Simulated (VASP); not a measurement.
# NiPt (P4/mmm) in VASP: a series of runs, part 2 of 2

VASP 6.6.1. Earlier steps stand in the parts before.

### Step 4. Single point, LDA, collinear spin, ferromagnetic start

The input, INCAR:

```
ALGO = Normal
EDIFF = 1E-6
ENCUT = 520
ISIF = 2
ISMEAR = -1
ISPIN = 2
LASPH = T
LCHARG = T
LELF = T
LMAXMIX = 4
LORBIT = 11
LREAL = F
LVHAR = T
LWAVE = F
MAGMOM = 0.205 0.105
NBANDS = 21
NELM = 150
NUPDOWN = 0.31
PREC = Accurate
SIGMA = 0.1
```

The input, KPOINTS:

```
k-points
0
Gamma
  11 11 8
```

The input, POSCAR:

```
NiPt
1.0
    2.7099397941      0.0000000000      0.0000000000
    0.0000000000      2.7099397941      0.0000000000
    0.0000000000      0.0000000000      3.5783200000
Ni Pt
1 1
Direct
    0.5000000000      0.5000000000      0.5000000000
    0.0000000000      0.0000000000      0.0000000000
```

Potentials or basis: VASP PAW LDA potentials, release 64 (Ni, Pt).

Command:

```sh
> cat potpaw_LDA.64/Ni/POTCAR potpaw_LDA.64/Pt/POTCAR > POTCAR
> mpirun -np 1 vasp_std > vasp.out
```

OUTCAR:

```text
EDIFF = 1E-6
   ENCUT = 520
   ISIF = 2
   ISMEAR = -1
   ISPIN = 2
   LASPH = T
   LORBIT = 11
   LREAL = F
   NELM = 150
   NUPDOWN = 0.31
   PREC = Accurate

 ion  position               nearest neighbor table
   1  0.500  0.500  0.500-   2 2.62   2 2.62   2 2.62   2 2.62   2 2.62   2 2.62   2 2.62   2 2.62

   2  0.000  0.000  0.000-   1 2.62   1 2.62   1 2.62   1 2.62   1 2.62   1 2.62   1 2.62   1 2.62

  LATTYP: Found a simple tetragonal cell.
 ALAT       =     2.7099397941
 C/A-ratio  =     1.3204426193

  Lattice vectors:

 A1 = (   2.7099397941,   0.0000000000,   0.0000000000)
 A2 = (   0.0000000000,   2.7099397941,   0.0000000000)
 A3 = (   0.0000000000,   0.0000000000,   3.5783200000)

Analysis of symmetry for initial positions (statically):
=====================================================================
 Subroutine PRICEL returns:
 Original cell was already a primitive cell.

 Routine SETGRP: Setting up the symmetry group for a
 simple tetragonal supercell.

 Subroutine GETGRP returns: Found 16 space group operations
 (whereof 16 operations were pure point group operations)
 out of a pool of 16 trial point group operations.

The static configuration has the point symmetry D_4h.

Analysis of symmetry for dynamics (positions and initial velocities):
=====================================================================
 Subroutine PRICEL returns:
 Original cell was already a primitive cell.

 Routine SETGRP: Setting up the symmetry group for a
 simple tetragonal supercell.

 Subroutine GETGRP returns: Found 16 space group operations
 (whereof 16 operations were pure point group operations)
 out of a pool of 16 trial point group operations.

The dynamic configuration has the point symmetry D_4h.

Analysis of structural, dynamic, and magnetic symmetry:
=====================================================================
 Subroutine PRICEL returns:
 Original cell was already a primitive cell.

[... 148 lines left out ...]
  ext. energy  EPLUGINS =         0.00000000
  ---------------------------------------------------
  free energy    TOTEN  =       -14.25446825 eV

  energy without entropy =      -14.13160494  energy(sigma->0) =      -14.19303660

 E-fermi :  10.0253     XC(G=0): -13.5768

 val. band max:       10.0251621000   @ k =   0.2727   0.2727   0.1250
 cond. band min:      10.0309213429   @ k =   0.2727   0.0000   0.3750
 fundamental gap:      0.0057592429
 Fermi energy:        10.0254285038

 spin component 1

 k-point     1 :       0.0000    0.0000    0.0000
  band No.  band energies     occupation
      1       0.3981      1.00000
      2       4.0048      1.00000
      3       4.0868      1.00000
      4       7.1376      1.00000
      5       7.1376      1.00000
      6       8.0974      1.00000
[... 565 lines left out ...]
     20      34.3935      0.00000
     21      34.5132      0.00000

 [... further k-points ...]

 spin component 2

 k-point     1 :       0.0000    0.0000    0.0000
  band No.  band energies     occupation
      1       0.4160      1.00000
      2       4.0566      1.00000
      3       4.1380      1.00000
      4       7.2634      1.00000
      5       7.2634      1.00000
      6       8.2647      1.00000
[... 565 lines left out ...]
     20      34.4203      0.00000
     21      34.5460      0.00000

 [... further k-points ...]

------------------------ aborting loop because EDIFF is reached ----------------------------------------

  FORCE on cell =-STRESS in cart. coord.  units (eV):
  Direction    XX          YY          ZZ          XY          YZ          ZX
  --------------------------------------------------------------------------------------
  -------------------------------------------------------------------------------------
  Total       -2.0935740     -2.0935740     -1.9468344      0.0000000      0.0000000      0.0000000
  in kB     -127.6440092   -127.6440092   -118.6973777      0.0000000      0.0000000      0.0000000
  external PRESSURE =    -124.6617987 kB  Pullay stress =       0.0000000 kB

 VOLUME and BASIS-vectors are now :
 -----------------------------------------------------------------------------
  energy-cutoff  :      520.00
  volume of cell :       26.28
      direct lattice vectors                 reciprocal lattice vectors
     2.709939794  0.000000000  0.000000000     0.369011888  0.000000000  0.000000000
     0.000000000  2.709939794  0.000000000     0.000000000  0.369011888  0.000000000
     0.000000000  0.000000000  3.578320000     0.000000000  0.000000000  0.279460753

 POSITION                                       TOTAL-FORCE (eV/Angst)
 -----------------------------------------------------------------------------------
      1.35497      1.35497      1.78916         0.000000      0.000000      0.000000
      0.00000      0.00000      0.00000         0.000000      0.000000      0.000000
 -----------------------------------------------------------------------------------
    total drift:                               -0.000000      0.000000      0.000000

  FREE ENERGIE OF THE ION-ELECTRON SYSTEM (eV)
  ---------------------------------------------------
  free  energy   TOTEN  =       -14.2544682494 eV

  energy  without entropy=      -14.1316049445  energy(sigma->0) =      -14.19303660

 total charge

# of ion       s       p       d       tot
------------------------------------------
    1        0.439   0.462   8.342   9.243
    2        0.701   0.634   8.035   9.369
--------------------------------------------------
tot          1.140   1.096  16.377  18.612

 magnetization (x)

# of ion       s       p       d       tot
------------------------------------------
    1       -0.001  -0.002   0.222   0.219
    2       -0.001  -0.005   0.097   0.091
--------------------------------------------------
tot         -0.002  -0.007   0.319   0.310
```

stdout:

```text
POSCAR found type information on POSCAR NiPt
 POSCAR found :  2 types and       2 ions
 scaLAPACK will be used
 LDA part: xc-table for (Slater(with rela. corr.)+CA(PZ))
 , standard interpolation
 POSCAR, INCAR and KPOINTS ok, starting setup
 FFT: planning ... GRIDC
 FFT: planning ... GRID_SOFT
 FFT: planning ... GRID
 WAVECAR not read
 entering main loop
```

It took 62 s on 1 thread of AMD EPYC 9R45 (Zen 5), shared host; peak memory 0.17 GiB.

What came out:

| Item | Value |
| --- | --- |
| Free energy | -14.2545 eV |
| Pressure | -12.5 GPa |
| Net moment | 0.31 μB per cell |
| Site moments | Ni +0.22; Pt +0.09 μB |
| Valence electrons inside the program's atomic spheres | Ni 9.24; Pt 9.37 |

Caveat: the cell stands under tension; spin-orbit coupling is left out, which moves the levels of the heavy elements; the total moment is fixed, so each spin has its own Fermi level.

### Step 5. The runs side by side

```csv
spin,fixed moment (μB),pressure (GPa),moment (μB)
"collinear, ferromagnetic start",-,-12.2,0.36
collinear,0.15,-12.5,0.15
"collinear, ferromagnetic start",0.31,-12.5,0.31
```

Alike in all rows: task single point; level LDA; potentials or basis VASP PAW LDA potentials, release 64 (Ni, Pt); cell as given; k mesh 11 × 11 × 8; cutoff (eV) 520; smearing fermi-dirac 0.1 eV.

Caveats: the cell stands under tension; spin-orbit coupling is left out, which moves the levels of the heavy elements; the total moment is fixed, so each spin has its own Fermi level (at least some runs).

Absolute energies hang on the potentials; compare differences alone.
